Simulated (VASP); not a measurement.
# Ta (I4/mmm) in VASP: notebook

Runs on Ta. Level: PBEsol. Tasks: single point.

Program: VASP 6.6.1. These are calculated values, not measurements. Logs are shortened: lines on timing, memory, paths and dates and some standing lists are left out, and cuts for length are marked.

### Step 1. The cell of the first run

The structure is tetragonal, space group I4/mmm (No. 139). The conventional cell has a = 3.435 Å, b = 3.435 Å, c = 3.170 Å, α = 90.00°, β = 90.00°, γ = 90.00°. Ta (site symmetry 4/mmm) has 14 Ta at 2.90 to 3.43 Å within 3.8 Å.

### Step 2. Single point, PBEsol (strain +0.040 along x and y, -0.040 along z)

The input, INCAR:

```
ALGO = Normal
EDIFF = 1E-6
ENCUT = 520
GGA = PS
ISIF = 2
ISMEAR = 0
LASPH = T
LCHARG = F
LREAL = F
LWAVE = F
NBANDS = 12
NELM = 80
PREC = Accurate
SIGMA = 0.15
```

The input, KPOINTS:

```
k-points
0
Gamma
  20 20 20
```

The input, POSCAR:

```
Ta
1.0
   -1.7173312000      1.7173312000      1.5852288000
    1.7173312000     -1.7173312000      1.5852288000
    1.7173312000      1.7173312000     -1.5852288000
Ta
1
Direct
    0.0000000000      0.0000000000      0.0000000000
```

Potentials or basis: VASP PAW PBE potentials, release 64 (Ta_pv).

Started as:

```bash
> cat potpaw_PBE.64/Ta_pv/POTCAR > POTCAR
> mpirun -np 1 vasp_std > vasp.out
```

OUTCAR:

```text
EDIFF = 1E-6
   ENCUT = 520
   GGA = PS
   ISIF = 2
   ISMEAR = 0
   LASPH = T
   LREAL = F
   NELM = 80
   PREC = Accurate

 ion  position               nearest neighbor table
   1  0.000  0.000  0.000-

  LATTYP: Found a body centered tetragonal cell.
 ALAT       =     3.4346624000
 C/A-ratio  =     0.9230769231

  Lattice vectors:

 A1 = (  -1.7173312000,   1.7173312000,   1.5852288000)
 A2 = (   1.7173312000,  -1.7173312000,   1.5852288000)
 A3 = (   1.7173312000,   1.7173312000,  -1.5852288000)

Analysis of symmetry for initial positions (statically):
=====================================================================
 Subroutine PRICEL returns:
 Original cell was already a primitive cell.

 Routine SETGRP: Setting up the symmetry group for a
 body centered tetragonal supercell.

 Subroutine GETGRP returns: Found 16 space group operations
 (whereof 16 operations were pure point group operations)
 out of a pool of 16 trial point group operations.

The static configuration has the point symmetry D_4h.

Analysis of symmetry for dynamics (positions and initial velocities):
=====================================================================
 Subroutine PRICEL returns:
 Original cell was already a primitive cell.

 Routine SETGRP: Setting up the symmetry group for a
 body centered tetragonal supercell.

 Subroutine GETGRP returns: Found 16 space group operations
 (whereof 16 operations were pure point group operations)
 out of a pool of 16 trial point group operations.

The dynamic configuration has the point symmetry D_4h.

 Subroutine INISYM returns: Found 16 space group operations
 (whereof 16 operations are pure point group operations),
 and found     1 'primitive' translations

----------------------------------------------------------------------------------------

                                     Primitive cell

  volume of cell :      18.7008

  direct lattice vectors                    reciprocal lattice vectors
    -1.717331200  1.717331200  1.585228800     0.000000000  0.291149430  0.315411882
     1.717331200 -1.717331200  1.585228800     0.291149430  0.000000000  0.315411882
     1.717331200  1.717331200 -1.585228800     0.291149430  0.291149430  0.000000000

  length of vectors
     2.900241929  2.900241929  2.900241929     0.429246603  0.429246603  0.411747473

  position of ions in fractional coordinates (direct lattice)
     0.000000000  0.000000000  0.000000000

  ion indices of the primitive-cell ions
   primitive index   ion index
                 1           1

----------------------------------------------------------------------------------------

 KPOINTS: k-points

Automatic generation of k-mesh.
 Grid dimensions read from file:
 generate k-points for:   20   20   20

 Generating k-lattice:

  Cartesian coordinates                     Fractional coordinates (reciprocal lattice)
     0.000000000  0.014557471  0.015770594     0.050000000  0.000000000  0.000000000
     0.014557471  0.000000000  0.015770594     0.000000000  0.050000000  0.000000000
     0.014557471  0.014557471  0.000000000     0.000000000  0.000000000  0.050000000

  Length of vectors
     0.021462330  0.021462330  0.020587374

  Shift w.r.t. Gamma in fractional coordinates (k-lattice)
     0.000000000  0.000000000  0.000000000

 Subroutine IBZKPT returns following result:
 ===========================================

 Found    641 irreducible k-points:

 Following reciprocal coordinates:
            Coordinates               Weight
  0.000000  0.000000  0.000000      1.000000
  0.050000  0.000000 -0.000000      8.000000
  0.100000  0.000000 -0.000000      8.000000
  0.150000  0.000000  0.000000      8.000000
  0.200000  0.000000 -0.000000      8.000000
  0.250000  0.000000 -0.000000      8.000000
[... 16 lines left out ...]
 -0.400000  0.050000  0.000000     16.000000
 -0.350000  0.050000  0.000000     16.000000
 [... further k-points ...]
   k-points           NKPTS =    641   k-points in BZ     NKDIM =    641   number of bands    NBANDS=     12
   number of dos      NEDOS =    301   number of ions     NIONS =      1
   total plane-waves  NPLWV =  13824
   dimension x,y,z NGX =    24 NGY =   24 NGZ =   24
   dimension x,y,z NGXF=    48 NGYF=   48 NGZF=   48
   ions per type =               1
   NGX,Y,Z   is equivalent  to a cutoff of  13.76, 13.76, 13.76 a.u.
   NGXF,Y,Z  is equivalent  to a cutoff of  27.51, 27.51, 27.51 a.u.
 SYSTEM =  unknown system
   PREC   = accura    normal or accurate (medium, high low for compatibility)
   ISTART =      0    job   : 0-new  1-cont  2-samecut
   ICHARG =      2    charge: 1-file 2-atom 10-const
   ISPIN  =      1    spin polarized calculation?
   LNONCOLLINEAR =      F non collinear calculations
   LSORBIT =      F    spin-orbit coupling
   LASPH  =      T    aspherical Exc in radial PAW
   ENCUT  =  520.0 eV  38.22 Ry    6.18 a.u.   5.39  5.39  5.39*2*pi/ulx,y,z
   NELM   =     80;   NELMIN=  2; NELMDL= -5     # of ELM steps
   EDIFF  = 0.1E-05   stopping-criterion for ELM
   LREAL  =      F    real-space projection
   EDIFFG = 0.1E-04   stopping-criterion for IOM
   NSW    =      0    number of steps for IOM
   IBRION =     -1    ionic relax: 0-MD 1-quasi-New 2-CG
   NFREE  =      0    steps in history (QN), initial steepest desc. (CG)
   ISIF   =      2    stress and relaxation
   ISYM   =      2    0-nonsym 1-usesym 2-fastsym
   POTIM  = 0.5000    time-step for ionic-motion
   TEBEG  =    0.0;   TEEND  =   0.0 temperature during run
   PSTRESS=    0.0 pullay stress
   NELECT =      11.0000    total number of electrons
   NUPDOWN=      -1.0000    fix difference up-down
   EMIN   =  10.00;   EMAX   =-10.00  energy-range for DOS
   EFERMI =   0.00;   METHOD = LEGACY
   ISMEAR =     0;   SIGMA  =   0.15  broadening in eV -4-tet -1-fermi 0-gaus
   EFERMI_NEDOS =   21; number of points for ismear=-14 and -15
   IALGO  =     38    algorithm
   IMIX   =      4    mixing-type and parameters
     AMIX     =   0.40;   BMIX     =  1.00
     AMIX_MAG =   1.60;   BMIX_MAG =  1.00
  volume/ion in A,a.u.               =      18.70       126.20
  Fermi-wavevector in a.u.,A,eV,Ry     =   1.371679  2.592097 25.599392  1.881502
  Thomas-Fermi vector in A             =   2.497354
   LORBIT       =      0    0 simple, 1 ext, 2 COOP (PROOUT), +10 PAW based schemes
   GGA     = PS    functional components
   LHFCALC =     F    Hartree Fock is set to
   AEXX    =    0.0000 exact exchange contribution
   IVDW    =     0    specifies the selected vdW correction
   LEPSILON=     F    determine dielectric tensor
   LRPA    =     F    only Hartree local field effects (RPA)
 non-spin polarized calculation
 Gauss-broadening in eV      SIGMA  =   0.15
  energy-cutoff  :      520.00
  volume of cell :       18.70
 maximum number of plane-waves:       521
 NGX is ok and might be reduce to    24
   NGX = 11   NGY = 11   NGZ = 11

 number of electron      11.0000002 magnetization

 Free energy of the ion-electron system (eV)
  ---------------------------------------------------
  ext. energy  EPLUGINS =         0.00000000
  ---------------------------------------------------
  free energy    TOTEN  =       -12.50178099 eV

  energy without entropy =      -12.48508390  energy(sigma->0) =      -12.49343245

 E-fermi :   5.0409     XC(G=0): -12.5360

 val. band max:        5.0403273510   @ k =  -0.1500  -0.1500   0.0500
 cond. band min:       5.0439045544   @ k =  -0.0500  -0.2500   0.0500
 fundamental gap:      0.0035772034
 Fermi energy:         5.0408834854

 k-point     1 :       0.0000    0.0000    0.0000
  band No.  band energies     occupation
      1     -28.1569      2.00000
      2     -28.1569      2.00000
      3     -28.1376      2.00000
      4      -2.7589      2.00000
      5       5.1295      0.40355
      6       6.1408      0.00000
      7       6.1408      0.00000
      8       8.1224      0.00000
      9       9.5066      0.00000
     10      19.4633      0.00000
     11      19.4633      0.00000
     12      19.5518      0.00000

 k-point     2 :       0.0500    0.0000   -0.0000
  band No.  band energies     occupation
      1     -28.1772      2.00000
      2     -28.1658      2.00000
      3     -28.1460      2.00000
      4      -2.6479      2.00000
      5       5.1507      0.30061
      6       6.1071      0.00000
      7       6.1452      0.00000
      8       8.1207      0.00000
      9       9.4065      0.00000
     10      19.5516      0.00000
     11      19.6661      0.00000
     12      19.6750      0.00000

 k-point     3 :       0.1000    0.0000   -0.0000
  band No.  band energies     occupation
      1     -28.2545      2.00000
      2     -28.1916      2.00000
      3     -28.1515      2.00000
      4      -2.3234      2.00000
      5       5.1278      0.41252
      6       5.9806      0.00000
      7       6.2595      0.00000
      8       8.1358      0.00000
      9       9.1843      0.00000
     10      19.5512      0.00000
     11      20.1759      0.00000
     12      20.2560      0.00000

 k-point     4 :       0.1500    0.0000    0.0000
  band No.  band energies     occupation
      1     -28.3762      2.00000
      2     -28.2315      2.00000
      3     -28.1568      2.00000
      4      -1.8124      2.00000
      5       4.9393      1.66160
      6       5.7238      0.00000
      7       6.6398      0.00000
      8       8.2209      0.00000
      9       8.9832      0.00000
     10      19.5503      0.00000
     11      20.6069      0.00000
     12      21.1856      0.00000

 k-point     5 :       0.2000    0.0000   -0.0000
  band No.  band energies     occupation
      1     -28.5266      2.00000
      2     -28.2814      2.00000
      3     -28.1630      2.00000
      4      -1.1646      2.00000
      5       4.6291      1.99990
      6       5.3747      0.00165
      7       7.2793      0.00000
      8       8.4124      0.00000
      9       8.8843      0.00000
     10      19.5480      0.00000
     11      20.4991      0.00000
     12      22.3950      0.00000
[... 228 lines left out ...]
      1     -29.1748      2.00000
      2     -28.5142      2.00000
      3     -28.2009      2.00000
      4       0.9017      2.00000
      5       3.3132      2.00000
      6       6.4674      0.00000
      7       8.7750      0.00000
      8      10.3358      0.00000
      9      12.4699      0.00000
     10      16.1874      0.00000
     11      16.9903      0.00000
     12      19.5664      0.00000

 k-point    22 :      -0.4500    0.0500   -0.0000
  band No.  band energies     occupation
      1     -29.1273      2.00000
      2     -28.4975      2.00000
      3     -28.1973      2.00000
      4       0.8824      2.00000
      5       3.4059      2.00000
      6       5.9798      0.00000
      7       8.8613      0.00000
      8      10.0433      0.00000
      9      11.8571      0.00000
     10      16.6179      0.00000
     11      17.6954      0.00000
     12      19.5695      0.00000

 k-point    23 :      -0.4000    0.0500    0.0000
  band No.  band energies     occupation
      1     -29.0385      2.00000
      2     -28.4649      2.00000
      3     -28.1919      2.00000
      4       0.7739      2.00000
      5       3.5806      2.00000
      6       5.3618      0.00248
      7       8.9328      0.00000
      8       9.6231      0.00000
      9      10.8947      0.00000
     10      17.2922      0.00000
     11      18.9112      0.00000
     12      19.5891      0.00000

 k-point    24 :      -0.3500    0.0500    0.0000
  band No.  band energies     occupation
      1     -28.9154      2.00000
      2     -28.4194      2.00000
      3     -28.1852      2.00000
      4       0.4637      2.00000
      5       3.8268      2.00000
      6       4.9584      1.56311
      7       8.8745      0.00000
      8       9.2237      0.00000
      9       9.8452      0.00000
     10      18.1540      0.00000
     11      19.5397      0.00000
     12      20.4444      0.00000

 [... further k-points ...]

------------------------ aborting loop because EDIFF is reached ----------------------------------------

  FORCE on cell =-STRESS in cart. coord.  units (eV):
  Direction    XX          YY          ZZ          XY          YZ          ZX
  --------------------------------------------------------------------------------------
  -------------------------------------------------------------------------------------
  Total       -1.3971648     -1.3971648     -0.6743307      0.0000000     -0.0000000      0.0000000
  in kB     -119.7011061   -119.7011061    -57.7728051      0.0000000     -0.0000000      0.0000000
  external PRESSURE =     -99.0583391 kB  Pullay stress =       0.0000000 kB

 VOLUME and BASIS-vectors are now :
 -----------------------------------------------------------------------------
  energy-cutoff  :      520.00
  volume of cell :       18.70
      direct lattice vectors                 reciprocal lattice vectors
    -1.717331200  1.717331200  1.585228800     0.000000000  0.291149430  0.315411882
     1.717331200 -1.717331200  1.585228800     0.291149430  0.000000000  0.315411882
     1.717331200  1.717331200 -1.585228800     0.291149430  0.291149430  0.000000000

 POSITION                                       TOTAL-FORCE (eV/Angst)
 -----------------------------------------------------------------------------------
      0.00000      0.00000      0.00000         0.000000     -0.000000      0.000000
 -----------------------------------------------------------------------------------
    total drift:                               -0.000000      0.000000      0.000000

  FREE ENERGIE OF THE ION-ELECTRON SYSTEM (eV)
  ---------------------------------------------------
  free  energy   TOTEN  =       -12.5017809939 eV

  energy  without entropy=      -12.4850838999  energy(sigma->0) =      -12.49343245
```

Run time: 1.9 min. Hardware: 1 thread of Intel Xeon 8259CL, shared host; peak memory 0.26 GiB.

What came out:

```yaml
Free_energy: -12.5018 eV
Pressure: -9.9 GPa
Band_gap_on_the_k_mesh: zero (an odd number of electrons rules out a gap without spin polarisation)
```

Stress tensor (GPa, compression positive):
```
-11.97   0.00   0.00
  0.00 -11.97   0.00
  0.00   0.00  -5.78
```

Levels at points of the mesh, in eV from the Fermi level:
| k point | band 3 | band 4 | band 5 | band 6 | band 7 | band 8 |
| --- | --- | --- | --- | --- | --- | --- |
| (0.00, 0.00, 0.00) | -33.18 | -7.80 | 0.09 | 1.10 | 1.10 | 3.08 |
| (0.50, 0.00, 0.00) | -33.23 | -4.21 | -1.77 | 1.65 | 3.74 | 5.33 |
| (0.50, 0.50, 0.00) | -33.17 | -4.30 | -0.73 | 1.07 | 2.82 | 4.25 |
| (0.50, 0.50, 0.50) | -33.80 | -3.71 | -3.51 | 6.43 | 6.43 | 6.75 |

Caveat: the cell differs from its parent crystal (strain +0.040 along x and y, -0.040 along z); the stress differs along the axes, from -12 to -6 GPa; the PAW data sets were made with another functional, which shifts forces and pressure a little; spin-orbit coupling is left out, which moves the levels of the heavy elements.

(Part 1 of 2 ends here.)
